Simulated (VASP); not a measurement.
# ZnO (P6_3mc) in VASP: notebook

Runs on ZnO. Level: PBE. Tasks: single point.

Everything below comes from runs of VASP 6.6.1. Logs are shortened: lines on timing, memory, paths and dates and some standing lists are left out, and cuts for length are marked.

**What was measured.**

From “Electronic structure of alkaline earth and post-transition metal oxides”, 2009, arxiv:0908.1581, for a bulk crystal of ZnO: band gap 3.37 eV.

How close the calculation comes is told below.

## 1. The cell of the first run

The structure is hexagonal, space group P6_3mc (No. 186). Conventional cell: a = 3.213 Å, b = 3.213 Å, c = 5.185 Å, α = 90.00°, β = 90.00°, γ = 120.00°. Zn (site symmetry 3m) has 4 O at 1.96 to 1.97 Å within 2.6 Å. O (site symmetry 3m) has 4 Zn at 1.96 to 1.97 Å within 2.6 Å.

## 2. Single point, PBE (11.59 Å³/atom)

INCAR

```
SYSTEM = ZnO
ALGO = Normal
EDIFF = 1E-6
ENCUT = 600
GGA = PE
GGA_COMPAT = .False.
ISIF = 2
ISMEAR = 0
LASPH = .True.
LCHARG = .True.
LELF = .True.
LREAL = .False.
LVHAR = .True.
LWAVE = .False.
NBANDS = 26
NELM = 120
PREC = Accurate
SIGMA = 0.01
```

KPOINTS

```
k-points
0
Gamma
  9 9 4
  0 0 0
```

POSCAR

```
ZnO
1.0
    3.2125773240      0.0000000000      0.0000000000
   -1.6062886620      2.7821735742      0.0000000000
    0.0000000000      0.0000000000      5.1851088516
Zn O
2 2
Direct
    0.3333333333      0.6666666667      0.4999596405
    0.6666666667      0.3333333333     -0.0000403595
    0.6666666667      0.3333333333      0.3790503595
    0.3333333333      0.6666666667      0.8790503595
```

Potentials or basis: VASP PAW PBE potentials, release 64 (Zn, O).

Started as:

```sh
> cat potpaw_PBE.64/Zn/POTCAR potpaw_PBE.64/O/POTCAR > POTCAR
> mpirun -np 1 vasp_std > vasp.out
```

OUTCAR:

```text
SYSTEM = ZnO
   EDIFF = 1E-6
   ENCUT = 600
   GGA = PE
   ISIF = 2
   ISMEAR = 0
   LASPH = .True.
   LREAL = .False.
   NELM = 120
   PREC = Accurate

 ion  position               nearest neighbor table
   1  0.333  0.667  0.500-   3 1.96   3 1.96   3 1.96   4 1.97
   2  0.667  0.333  1.000-   4 1.96   4 1.96   4 1.96   3 1.97
   3  0.667  0.333  0.379-   1 1.96   1 1.96   1 1.96   2 1.97
   4  0.333  0.667  0.879-   2 1.96   2 1.96   2 1.96   1 1.97

  LATTYP: Found a hexagonal cell.
 ALAT       =     3.2125773240
 C/A-ratio  =     1.6140028173

  Lattice vectors:

 A1 = (   3.2125773240,   0.0000000000,   0.0000000000)
 A2 = (  -1.6062886620,   2.7821735742,   0.0000000000)
 A3 = (   0.0000000000,   0.0000000000,   5.1851088516)

Analysis of symmetry for initial positions (statically):
=====================================================================
 Subroutine PRICEL returns:
 Original cell was already a primitive cell.

 Routine SETGRP: Setting up the symmetry group for a
 hexagonal supercell.

 Subroutine GETGRP returns: Found 12 space group operations
 (whereof  6 operations were pure point group operations)
 out of a pool of 24 trial point group operations.

The static configuration has the point symmetry C_3v.
 The point group associated with its full space group is C_6v.

Analysis of symmetry for dynamics (positions and initial velocities):
=====================================================================
 Subroutine PRICEL returns:
 Original cell was already a primitive cell.

 Routine SETGRP: Setting up the symmetry group for a
 hexagonal supercell.

 Subroutine GETGRP returns: Found 12 space group operations
 (whereof  6 operations were pure point group operations)
 out of a pool of 24 trial point group operations.

The dynamic configuration has the point symmetry C_3v.
 The point group associated with its full space group is C_6v.

 Subroutine INISYM returns: Found 12 space group operations
 (whereof  6 operations are pure point group operations),
 and found     1 'primitive' translations

----------------------------------------------------------------------------------------

                                     Primitive cell

  volume of cell :      46.3442

  direct lattice vectors                    reciprocal lattice vectors
     3.212577324  0.000000000  0.000000000     0.311276554  0.179715602  0.000000000
    -1.606288662  2.782173574  0.000000000     0.000000000  0.359431205  0.000000000
     0.000000000  0.000000000  5.185108852     0.000000000  0.000000000  0.192859982

  length of vectors
     3.212577324  3.212577324  5.185108852     0.359431205  0.359431205  0.192859982

  position of ions in fractional coordinates (direct lattice)
     0.333333333  0.666666667  0.499959641
     0.666666667  0.333333333  0.999959641
     0.666666667  0.333333333  0.379050359
     0.333333333  0.666666667  0.879050359

  ion indices of the primitive-cell ions
   primitive index   ion index
                 1           1
                 2           2
                 3           3
                 4           4

----------------------------------------------------------------------------------------

 KPOINTS: k-points

Automatic generation of k-mesh.
 Grid dimensions read from file:
 generate k-points for:    9    9    4

 Generating k-lattice:

  Cartesian coordinates                     Fractional coordinates (reciprocal lattice)
     0.034586284  0.019968400  0.000000000     0.111111111  0.000000000  0.000000000
     0.000000000  0.039936801  0.000000000     0.000000000  0.111111111  0.000000000
     0.000000000  0.000000000  0.048214996     0.000000000  0.000000000  0.250000000

  Length of vectors
     0.039936801  0.039936801  0.048214996

  Shift w.r.t. Gamma in fractional coordinates (k-lattice)
     0.000000000  0.000000000  0.000000000

 Subroutine IBZKPT returns following result:
 ===========================================

 Found     36 irreducible k-points:

 Following reciprocal coordinates:
            Coordinates               Weight
  0.000000  0.000000  0.000000      1.000000
  0.111111  0.000000  0.000000      6.000000
  0.222222 -0.000000  0.000000      6.000000
  0.333333  0.000000  0.000000      6.000000
  0.444444 -0.000000  0.000000      6.000000
  0.111111  0.111111  0.000000      6.000000
[... 16 lines left out ...]
  0.333333  0.222222  0.250000     24.000000
  0.333333  0.333333  0.250000      4.000000
 [... further k-points ...]
   k-points           NKPTS =     36   k-points in BZ     NKDIM =     36   number of bands    NBANDS=     26
   number of dos      NEDOS =    301   number of ions     NIONS =      4
   total plane-waves  NPLWV =  32928
   dimension x,y,z NGX =    28 NGY =   28 NGZ =   42
   dimension x,y,z NGXF=    56 NGYF=   56 NGZF=   84
   ions per type =               2   2
   NGX,Y,Z   is equivalent  to a cutoff of  14.49, 14.49, 13.47 a.u.
   NGXF,Y,Z  is equivalent  to a cutoff of  28.98, 28.98, 26.93 a.u.
 SYSTEM =  ZnO
   PREC   = accura    normal or accurate (medium, high low for compatibility)
   ISTART =      0    job   : 0-new  1-cont  2-samecut
   ICHARG =      2    charge: 1-file 2-atom 10-const
   ISPIN  =      1    spin polarized calculation?
   LNONCOLLINEAR =      F non collinear calculations
   LSORBIT =      F    spin-orbit coupling
   LASPH  =      T    aspherical Exc in radial PAW
   ENCUT  =  600.0 eV  44.10 Ry    6.64 a.u.   6.42  6.42 10.36*2*pi/ulx,y,z
   NELM   =    120;   NELMIN=  2; NELMDL= -5     # of ELM steps
   EDIFF  = 0.1E-05   stopping-criterion for ELM
   LREAL  =      F    real-space projection
   EDIFFG = 0.1E-04   stopping-criterion for IOM
   NSW    =      0    number of steps for IOM
   IBRION =     -1    ionic relax: 0-MD 1-quasi-New 2-CG
   NFREE  =      0    steps in history (QN), initial steepest desc. (CG)
   ISIF   =      2    stress and relaxation
   ISYM   =      2    0-nonsym 1-usesym 2-fastsym
   POTIM  = 0.5000    time-step for ionic-motion
   TEBEG  =    0.0;   TEEND  =   0.0 temperature during run
   PSTRESS=    0.0 pullay stress
   NELECT =      36.0000    total number of electrons
   NUPDOWN=      -1.0000    fix difference up-down
   EMIN   =  10.00;   EMAX   =-10.00  energy-range for DOS
   EFERMI =   0.00;   METHOD = LEGACY
   ISMEAR =     0;   SIGMA  =   0.01  broadening in eV -4-tet -1-fermi 0-gaus
   EFERMI_NEDOS =   21; number of points for ismear=-14 and -15
   IALGO  =     38    algorithm
   IMIX   =      4    mixing-type and parameters
     AMIX     =   0.40;   BMIX     =  1.00
     AMIX_MAG =   1.60;   BMIX_MAG =  1.00
  volume/ion in A,a.u.               =      11.59        78.19
  Fermi-wavevector in a.u.,A,eV,Ry     =   1.504910  2.843867 30.813837  2.264753
  Thomas-Fermi vector in A             =   2.615828
   LORBIT       =      0    0 simple, 1 ext, 2 COOP (PROOUT), +10 PAW based schemes
   GGA     = PE    functional components
   LHFCALC =     F    Hartree Fock is set to
   AEXX    =    0.0000 exact exchange contribution
   IVDW    =     0    specifies the selected vdW correction
   LEPSILON=     F    determine dielectric tensor
   LRPA    =     F    only Hartree local field effects (RPA)
 non-spin polarized calculation
 Gauss-broadening in eV      SIGMA  =   0.01
  energy-cutoff  :      600.00
  volume of cell :       46.34
 maximum number of plane-waves:      1564
 NGX is ok and might be reduce to    28
   NGX = 13   NGY = 13   NGZ = 21

 number of electron      36.0000001 magnetization

 Free energy of the ion-electron system (eV)
  ---------------------------------------------------
  ext. energy  EPLUGINS =         0.00000000
  ---------------------------------------------------
  free energy    TOTEN  =       -17.76278234 eV

  energy without entropy =      -17.76278234  energy(sigma->0) =      -17.76278234

 E-fermi :   1.5084     XC(G=0): -11.0550

 val. band max:        1.4547113843   @ k =   0.0000   0.0000   0.0000
 cond. band min:       2.2736881935   @ k =   0.0000   0.0000   0.0000
 fundamental gap:      0.8189768091
 Fermi energy:         1.5084305933

 k-point     1 :       0.0000    0.0000    0.0000
  band No.  band energies     occupation
      1     -16.8628      2.00000
      2     -16.1017      2.00000
      3      -4.4079      2.00000
      4      -4.3810      2.00000
      5      -4.3810      2.00000
      6      -4.3334      2.00000
[... 18 lines left out ...]
     25      15.8075      0.00000
     26      15.8075      0.00000

 k-point     2 :       0.1111    0.0000    0.0000
  band No.  band energies     occupation
      1     -16.7914      2.00000
      2     -16.0699      2.00000
      3      -4.4693      2.00000
      4      -4.3403      2.00000
      5      -4.3036      2.00000
      6      -4.2907      2.00000
[... 18 lines left out ...]
     25      15.7769      0.00000
     26      15.9568      0.00000

 k-point     3 :       0.2222   -0.0000    0.0000
  band No.  band energies     occupation
      1     -16.6010      2.00000
      2     -15.9936      2.00000
      3      -4.6345      2.00000
      4      -4.2910      2.00000
      5      -4.2448      2.00000
      6      -4.1480      2.00000
[... 18 lines left out ...]
     25      15.0740      0.00000
     26      15.9141      0.00000

 k-point     4 :       0.3333    0.0000    0.0000
  band No.  band energies     occupation
      1     -16.3588      2.00000
      2     -15.9223      2.00000
      3      -4.7289      2.00000
      4      -4.3546      2.00000
      5      -4.1578      2.00000
      6      -3.9651      2.00000
[... 18 lines left out ...]
     25      15.0220      0.00000
     26      15.7533      0.00000

 k-point     5 :       0.4444   -0.0000    0.0000
  band No.  band energies     occupation
      1     -16.1682      2.00000
      2     -15.9019      2.00000
      3      -4.6768      2.00000
      4      -4.4450      2.00000
      5      -4.1172      2.00000
      6      -3.7823      2.00000
[... 18 lines left out ...]
     25      14.8205      0.00000
     26      15.8967      0.00000

 k-point     6 :       0.1111    0.1111    0.0000
  band No.  band energies     occupation
      1     -16.6604      2.00000
      2     -16.0159      2.00000
      3      -4.5543      2.00000
      4      -4.3589      2.00000
      5      -4.2303      2.00000
      6      -4.1976      2.00000
[... 427 lines left out ...]
 k-point    21 :       0.4444    0.1111    0.2500
  band No.  band energies     occupation
      1     -16.0758      2.00000
      2     -15.9297      2.00000
      3      -4.6837      2.00000
      4      -4.5691      2.00000
      5      -4.0931      2.00000
      6      -3.8388      2.00000
[... 18 lines left out ...]
     25      14.7414      0.00000
     26      15.7043      0.00000

 k-point    22 :       0.2222    0.2222    0.2500
  band No.  band energies     occupation
      1     -16.1884      2.00000
      2     -15.9475      2.00000
      3      -4.6139      2.00000
      4      -4.5249      2.00000
      5      -4.0817      2.00000
      6      -4.0780      2.00000
[... 18 lines left out ...]
     25      13.8749      0.00000
     26      17.0363      0.00000

 k-point    23 :       0.3333    0.2222    0.2500
  band No.  band energies     occupation
      1     -16.0452      2.00000
      2     -15.9266      2.00000
      3      -4.5187      2.00000
      4      -4.3864      2.00000
      5      -4.1534      2.00000
      6      -3.9345      2.00000
[... 18 lines left out ...]
     25      14.7069      0.00000
     26      16.2459      0.00000

 k-point    24 :       0.3333    0.3333    0.2500
  band No.  band energies     occupation
      1     -15.9580      2.00000
      2     -15.9580      2.00000
      3      -4.3770      2.00000
      4      -4.2427      2.00000
      5      -4.2427      2.00000
      6      -3.9001      2.00000
[... 18 lines left out ...]
     25      15.3290      0.00000
     26      16.6244      0.00000

 [... further k-points ...]

------------------------ aborting loop because EDIFF is reached ----------------------------------------

  FORCE on cell =-STRESS in cart. coord.  units (eV):
  Direction    XX          YY          ZZ          XY          YZ          ZX
  --------------------------------------------------------------------------------------
  -------------------------------------------------------------------------------------
  Total        2.9487517      2.9487517      2.9233261      0.0000000      0.0000000      0.0000000
  in kB      101.9419866    101.9419866    101.0629941      0.0000000      0.0000000      0.0000000
  external PRESSURE =     101.6489891 kB  Pullay stress =       0.0000000 kB

 VOLUME and BASIS-vectors are now :
 -----------------------------------------------------------------------------
  energy-cutoff  :      600.00
  volume of cell :       46.34
      direct lattice vectors                 reciprocal lattice vectors
     3.212577324  0.000000000  0.000000000     0.311276554  0.179715602  0.000000000
    -1.606288662  2.782173574  0.000000000     0.000000000  0.359431205  0.000000000
     0.000000000  0.000000000  5.185108852     0.000000000  0.000000000  0.192859982

 POSITION                                       TOTAL-FORCE (eV/Angst)
 -----------------------------------------------------------------------------------
     -0.00000      1.85478      2.59235        -0.000000      0.000000      0.003664
      1.60629      0.92739      5.18490         0.000000      0.000000      0.003664
      1.60629      0.92739      1.96542        -0.000000      0.000000     -0.003664
     -0.00000      1.85478      4.55797         0.000000     -0.000000     -0.003664
 -----------------------------------------------------------------------------------
    total drift:                               -0.000000     -0.000000     -0.001519

  FREE ENERGIE OF THE ION-ELECTRON SYSTEM (eV)
  ---------------------------------------------------
  free  energy   TOTEN  =       -17.7627823359 eV

  energy  without entropy=      -17.7627823359  energy(sigma->0) =      -17.76278234
```

Wall time 50 s (1 thread of Intel Xeon 6975P-C (Granite Rapids), shared host); peak memory 0.2 GiB.

Results:

```
Free energy            : -17.7628 eV
Pressure               : 10.2 GPa
Largest force          : 0.004 eV/Å
Band gap on the k mesh : 0.82 eV
```

Forces on the atoms (eV/Å):
```
Zn   0.000  0.000  0.004
Zn   0.000  0.000  0.004
O    0.000  0.000 -0.004
O    0.000  0.000 -0.004
```

Stress tensor (GPa, compression positive):
```
10.19  0.00  0.00
 0.00 10.19  0.00
 0.00  0.00 10.11
```

Levels at points of the mesh, in eV from the valence-band top:
```tsv
k point	band 15	band 16	band 17	band 18	band 19	band 20	band 21	band 22
(0.00, 0.00, 0.00)	-0.82	-0.10	0.00	0.00	0.82	5.33	8.28	13.05
(0.00, 0.00, 0.50)	-0.41	-0.41	-0.41	-0.41	3.51	3.51	10.16	10.16
```

Caveat: the cell stands under pressure.

(Continued in part 2 of 4.)
